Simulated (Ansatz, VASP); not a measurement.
# Re: VASP beside Ansatz

```
Re
1.0
     2.84200    0.00000    0.00000
    -1.42100    2.46124    0.00000
     0.00000    0.00000    4.08780
Re
2
Direct
  0.33333 0.66667 0.25000
  0.66667 0.33333 0.75000
```

Alike in both runs: task single point; functional PBEsol; k mesh 18 × 18 × 10; occupations gaussian, width 0.15 eV; no spin polarisation.

|  | VASP | Ansatz |
| --- | --- | --- |
| version | VASP 6.6.1 | Ansatz 0.2.0 |
| potentials or method | VASP PAW PBE potentials, release 64 (Re), cutoff 520 eV | scalar-relativistic, plane waves, PAW |
| valence electrons in the cell | 14 | 30 |

```tsv
	VASP	Ansatz	Ansatz less VASP
gap on the k mesh at the Fermi level (eV)	none	none	-
pressure (GPa)	12.6	12.4	-0.25
traceless stress, the component that is largest in VASP (GPa)	30.40	30.68	+0.285
```

VASP's potentials were made for PBE, not for PBEsol. A gap of «none» marks a metal or a gap that the smearing closes. With one functional, cell and mesh, what is left measures potentials, basis and numerics. VASP's potentials hold 14 valence electrons a cell and Ansatz's 30, so a difference there can come from the potentials and not from the codes.

Neither program's run includes spin-orbit coupling.
